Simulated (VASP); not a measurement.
Here is a VASP 6.6.1 calculation.

File INCAR:

```
SYSTEM = RbBr
PREC = Accurate ; ENCUT = 600
EDIFF = 1E-7 ; ISMEAR = 0
SIGMA = 0.01 ; LREAL = .FALSE.
LASPH = .TRUE. ; NELM = 80
ALGO = Normal ; ISIF = 3
LWAVE = .FALSE. ; LCHARG = .FALSE.
GGA = PS ; IBRION = 2
NSW = 100 ; EDIFFG = -0.002
PSTRESS = 20.0
```

The input KPOINTS:

```
Automatic mesh
0
G
  6 6 6
  0 0 0
```

File POSCAR:

```
RbBr
1.0
    0.0000000000      3.4249234064      3.4249234064
    3.4249234064      0.0000000000      3.4249234064
    3.4249234064      3.4249234064      0.0000000000
Rb Br
1 1
Direct
    0.0000000000      0.0000000000      0.0000000000
    0.5000000000      0.5000000000      0.5000000000
```

Potentials or basis: VASP PAW PBE potentials, release 64 (Rb_sv, Br).

Command:

```bash
$ cat potpaw_PBE.64/Rb_sv/POTCAR potpaw_PBE.64/Br/POTCAR > POTCAR
$ mpirun -np 1 vasp_std > vasp.out
```

Problem. What does it give for the relaxed cell?

Solution. a = 4.671 Å, b = 4.671 Å, c = 4.671 Å, α = 60.00°, β = 60.00°, γ = 60.00°.

Problem. Estimate the band gap on the k mesh.

Solution. 4.48 eV, direct.

Problem. What does it give for the space group after relaxing (to 0.05 Å)?

Solution. Fm-3m (No. 225).

Final structure:
```
Rb Br
1.0
     0.00000    3.30301    3.30301
     3.30301    0.00000    3.30301
     3.30301    3.30301    0.00000
Rb Br
1 1
Cartesian
  6.6060 6.6060 6.6060
  3.3030 3.3030 3.3030
```

Caveat: the cell is relaxed towards a set pressure, so the enthalpy falls and the energy may rise. As with any semilocal functional, this PBEsol gap is likely too small.
